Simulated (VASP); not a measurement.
Input of a VASP 6.6.1 run:

Contents of INCAR:

```
PREC = Accurate
ENCUT = 520
EDIFF = 1E-7
ISMEAR = 0
SIGMA = 0.15
LREAL = F
LASPH = T
NELM = 60
ALGO = Normal
ISIF = 2
LWAVE = F
LCHARG = T
GGA = PE
IVDW = 12
LELF = T
LVHAR = T
NBANDS = 8
```

KPOINTS

```
regular mesh
0
Gamma
  20 20 20
```

Contents of POSCAR:

```
Al
1.0
    0.0000000000      1.9936203000      1.9632606000
    1.9936203000      0.0000000000      1.9632606000
    1.9936203000      1.9936203000      0.0000000000
Al
1
Direct
    0.0000000000      0.0000000000      0.0000000000
```

Potentials or basis: VASP PAW PBE potentials, release 64 (Al).

The run is started by

```sh
$ cat potpaw_PBE.64/Al/POTCAR > POTCAR
$ mpirun -np 1 vasp_std > vasp.out
```

(1) Estimate the dispersion energy per atom.

(2) What does it give for the pressure?

Results:

(1) -0.356 eV.

(2) 1.0 GPa.

Caveat: the cell differs from its parent crystal (strain -0.015 along x and y, -0.030 along z); pairwise dispersion overbinds metals, which lowers pressure and volume.
